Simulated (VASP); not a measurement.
# Nb (Im-3m) in VASP: further runs

Runs on Nb. Level: PBE. Tasks: single point.

All numbers are computed with VASP 6.6.1; they aren't measurements. Logs are shortened: lines on timing, memory, paths and dates and some standing lists are left out, and cuts for length are marked.

## Step 1: The cell of the first run

The structure is cubic, space group Im-3m (No. 229). Conventional cell: a = 2.816 Å, b = 2.816 Å, c = 2.816 Å, α = 90.00°, β = 90.00°, γ = 90.00°. Nb (site symmetry m-3m) has 14 Nb at 2.44 to 2.82 Å within 3.2 Å.

## Step 2: Single point, PBE

Contents of INCAR:

```
SYSTEM = Nb
  PREC = Accurate
  ENCUT = 520
  EDIFF = 1E-6
  ISMEAR = -1
  SIGMA = 0.1
  LREAL = .FALSE.
  LASPH = .TRUE.
  NELM = 100
  ALGO = Normal
  ISIF = 2
  LWAVE = .FALSE.
  LCHARG = .FALSE.
  GGA = PE
  NBANDS = 12
```

Contents of KPOINTS:

```
regular mesh
0
G
  19 19 19
  0 0 0
```

Contents of POSCAR:

```
Nb
1.0
   -1.4081358366      1.4081358366      1.4081358366
    1.4081358366     -1.4081358366      1.4081358366
    1.4081358366      1.4081358366     -1.4081358366
Nb
1
Direct
    0.0000000000      0.0000000000      0.0000000000
```

Potentials or basis: VASP PAW PBE potentials, release 64 (Nb_sv).

The run is started by

```
$ cat potpaw_PBE.64/Nb_sv/POTCAR > POTCAR
$ mpirun -np 1 vasp_std > vasp.out
```

OUTCAR:

```text
SYSTEM = Nb
   PREC = Accurate
   ENCUT = 520
   EDIFF = 1E-6
   ISMEAR = -1
   LREAL = .FALSE.
   LASPH = .TRUE.
   NELM = 100
   ISIF = 2
   GGA = PE

 ion  position               nearest neighbor table
   1  0.000  0.000  0.000-

  LATTYP: Found a body centered cubic cell.
 ALAT       =     2.8162716732

  Lattice vectors:

 A1 = (  -1.4081358366,   1.4081358366,   1.4081358366)
 A2 = (   1.4081358366,  -1.4081358366,   1.4081358366)
 A3 = (   1.4081358366,   1.4081358366,  -1.4081358366)

Analysis of symmetry for initial positions (statically):
=====================================================================
 Subroutine PRICEL returns:
 Original cell was already a primitive cell.

 Routine SETGRP: Setting up the symmetry group for a
 body centered cubic supercell.

 Subroutine GETGRP returns: Found 48 space group operations
[... 9 lines left out ...]

 Routine SETGRP: Setting up the symmetry group for a
 body centered cubic supercell.

 Subroutine GETGRP returns: Found 48 space group operations
[... 11 lines left out ...]
                                     Primitive cell

  volume of cell :      11.1685

  direct lattice vectors                    reciprocal lattice vectors
    -1.408135837  1.408135837  1.408135837     0.000000000  0.355079380  0.355079380
     1.408135837 -1.408135837  1.408135837     0.355079380  0.000000000  0.355079380
     1.408135837  1.408135837 -1.408135837     0.355079380  0.355079380  0.000000000

  length of vectors
     2.438962813  2.438962813  2.438962813     0.502158075  0.502158075  0.502158075

  position of ions in fractional coordinates (direct lattice)
     0.000000000  0.000000000  0.000000000

  ion indices of the primitive-cell ions
   primitive index   ion index
                 1           1

----------------------------------------------------------------------------------------

 KPOINTS: regular mesh

Automatic generation of k-mesh.
 Grid dimensions read from file:
 generate k-points for:   19   19   19

 Generating k-lattice:

  Cartesian coordinates                     Fractional coordinates (reciprocal lattice)
     0.000000000  0.018688388  0.018688388     0.052631579  0.000000000  0.000000000
     0.018688388  0.000000000  0.018688388     0.000000000  0.052631579  0.000000000
     0.018688388  0.018688388  0.000000000     0.000000000  0.000000000  0.052631579

  Length of vectors
     0.026429372  0.026429372  0.026429372

[... 50 lines left out ...]
   LASPH  =      T    aspherical Exc in radial PAW
   ENCUT  =  520.0 eV  38.22 Ry    6.18 a.u.   4.53  4.53  4.53*2*pi/ulx,y,z
   NELM   =    100;   NELMIN=  2; NELMDL= -5     # of ELM steps
   EDIFF  = 0.1E-05   stopping-criterion for ELM
   LREAL  =      F    real-space projection
   EDIFFG = 0.1E-04   stopping-criterion for IOM
   NSW    =      0    number of steps for IOM
   IBRION =     -1    ionic relax: 0-MD 1-quasi-New 2-CG
   NFREE  =      0    steps in history (QN), initial steepest desc. (CG)
   ISIF   =      2    stress and relaxation
   ISYM   =      2    0-nonsym 1-usesym 2-fastsym
   POTIM  = 0.5000    time-step for ionic-motion
   TEBEG  =    0.0;   TEEND  =   0.0 temperature during run
   PSTRESS=    0.0 pullay stress
   NELECT =      13.0000    total number of electrons
   NUPDOWN=      -1.0000    fix difference up-down
   EMIN   =  10.00;   EMAX   =-10.00  energy-range for DOS
   EFERMI =   0.00;   METHOD = LEGACY
   ISMEAR =    -1;   SIGMA  =   0.10  broadening in eV -4-tet -1-fermi 0-gaus
   EFERMI_NEDOS =   21; number of points for ismear=-14 and -15
   IALGO  =     38    algorithm
   IMIX   =      4    mixing-type and parameters
     AMIX     =   0.40;   BMIX     =  1.00
     AMIX_MAG =   1.60;   BMIX_MAG =  1.00
  volume/ion in A,a.u.               =      11.17        75.37
  Fermi-wavevector in a.u.,A,eV,Ry     =   1.722099  3.254295 40.349768  2.965624
  Thomas-Fermi vector in A             =   2.798227
   LORBIT       =      0    0 simple, 1 ext, 2 COOP (PROOUT), +10 PAW based schemes
   GGA     = PE    functional components
   LHFCALC =     F    Hartree Fock is set to
   AEXX    =    0.0000 exact exchange contribution
   IVDW    =     0    specifies the selected vdW correction
   LEPSILON=     F    determine dielectric tensor
   LRPA    =     F    only Hartree local field effects (RPA)
 non-spin polarized calculation
  energy-cutoff  :      520.00
  volume of cell :       11.17
 maximum number of plane-waves:       321
   NGX =  9   NGY =  9   NGZ =  9

 number of electron      13.0000002 magnetization

 Free energy of the ion-electron system (eV)
  ---------------------------------------------------
  ext. energy  EPLUGINS =         0.00000000
  ---------------------------------------------------
  free energy    TOTEN  =        -7.28982898 eV

  energy without entropy =       -7.27028682  energy(sigma->0) =       -7.28005790

 E-fermi :  19.8121     XC(G=0): -15.1925

 val. band max:       19.7975274208   @ k =  -0.2632   0.4737   0.0526
 cond. band min:      19.8205473747   @ k =   0.0526   0.0526   0.0000
 fundamental gap:      0.0230199539
 Fermi energy:        19.8120828331

 k-point     1 :       0.0000    0.0000    0.0000
  band No.  band energies     occupation
      1     -35.5748      2.00000
      2      -8.5271      2.00000
      3      -8.5271      2.00000
      4      -8.5271      2.00000
      5      13.7299      2.00000
      6      19.1631      1.99697
      7      19.1631      1.99697
      8      19.1631      1.99697
      9      23.9439      0.00000
     10      23.9439      0.00000
     11      34.4526      0.00000
     12      34.4526      0.00000
[... 331 lines left out ...]
 k-point    24 :       0.3158    0.1053   -0.0000
  band No.  band energies     occupation
      1     -34.3670      2.00000
      2     -12.8354      2.00000
      3     -10.0167      2.00000
      4      -8.8459      2.00000
      5      14.3493      2.00000
      6      16.2029      2.00000
      7      21.5510      0.00000
      8      23.9452      0.00000
      9      25.8007      0.00000
     10      28.8637      0.00000
     11      35.0232      0.00000
     12      40.4589      0.00000

 [... further k-points ...]
[... 5 lines left out ...]
  --------------------------------------------------------------------------------------
  -------------------------------------------------------------------------------------
  Total       13.9582296     13.9582296     13.9582296      0.0000000      0.0000000     -0.0000000
  in kB     2002.3835775   2002.3835775   2002.3835775      0.0000000      0.0000000     -0.0000000
  external PRESSURE =    2002.3835775 kB  Pullay stress =       0.0000000 kB

 VOLUME and BASIS-vectors are now :
 -----------------------------------------------------------------------------
  energy-cutoff  :      520.00
  volume of cell :       11.17
      direct lattice vectors                 reciprocal lattice vectors
    -1.408135837  1.408135837  1.408135837     0.000000000  0.355079380  0.355079380
     1.408135837 -1.408135837  1.408135837     0.355079380  0.000000000  0.355079380
     1.408135837  1.408135837 -1.408135837     0.355079380  0.355079380  0.000000000

 POSITION                                       TOTAL-FORCE (eV/Angst)
 -----------------------------------------------------------------------------------
      0.00000      0.00000      0.00000        -0.000000      0.000000     -0.000000
 -----------------------------------------------------------------------------------
    total drift:                                0.000000      0.000000      0.000000

  FREE ENERGIE OF THE ION-ELECTRON SYSTEM (eV)
  ---------------------------------------------------
  free  energy   TOTEN  =        -7.2898289814 eV

  energy  without entropy=       -7.2702868177  energy(sigma->0) =       -7.28005790
```

stdout:

```text
POSCAR found type information on POSCAR Nb
 POSCAR found :  1 types and       1 ions
 scaLAPACK will be used
 LDA part: xc-table for (Slater+PW92), standard interpolation
 POSCAR, INCAR and KPOINTS ok, starting setup
 FFT: planning ... GRIDC
 FFT: planning ... GRID_SOFT
 FFT: planning ... GRID
 WAVECAR not read
 entering main loop
```

Wall time 16 s (1 thread of Intel Xeon 6975P-C, shared host); peak memory 0.14 GiB.

Results:

| Quantity | Value |
| --- | --- |
| Free energy | -7.2898 eV |
| Pressure | 200.2 GPa |

## Step 3: Single point, PBE

Edit INCAR of step 2 so:

```diff
@@ -3,3 +3,3 @@
   ENCUT = 520
-  EDIFF = 1E-6
+  EDIFF = 1E-7
   ISMEAR = -1
```

Contents of KPOINTS:

```
Automatic mesh
0
G
  19 19 19
  0 0 0
```

Contents of POSCAR:

```
Nb
1.0
   -1.4082260498      1.4082260498      1.4082260498
    1.4082260498     -1.4082260498      1.4082260498
    1.4082260498      1.4082260498     -1.4082260498
Nb
1
Direct
    0.0000000000      0.0000000000      0.0000000000
```

Potentials or basis: VASP PAW PBE potentials, release 64 (Nb_sv).

The run is started by

```
$ cat potpaw_PBE.64/Nb_sv/POTCAR > POTCAR
$ mpirun -np 1 vasp_std > vasp.out
```

Run time: 18 s. Hardware: 1 thread of Intel Xeon 6975P-C, shared host; peak memory 0.14 GiB.

Results (log left out):

| Item | Value |
| --- | --- |
| Free energy | -7.2925 eV |
| Pressure | 200.0 GPa |

Levels at points of the mesh, in eV from the Fermi level:
| k point | band 2 | band 3 | band 4 | band 5 | band 6 | band 7 | band 8 | band 9 | band 10 | band 11 |
| --- | --- | --- | --- | --- | --- | --- | --- | --- | --- | --- |
| (0.00, 0.00, 0.00) | -28.34 | -28.34 | -28.34 | -6.08 | -0.65 | -0.65 | -0.65 | 4.13 | 4.13 | 14.64 |
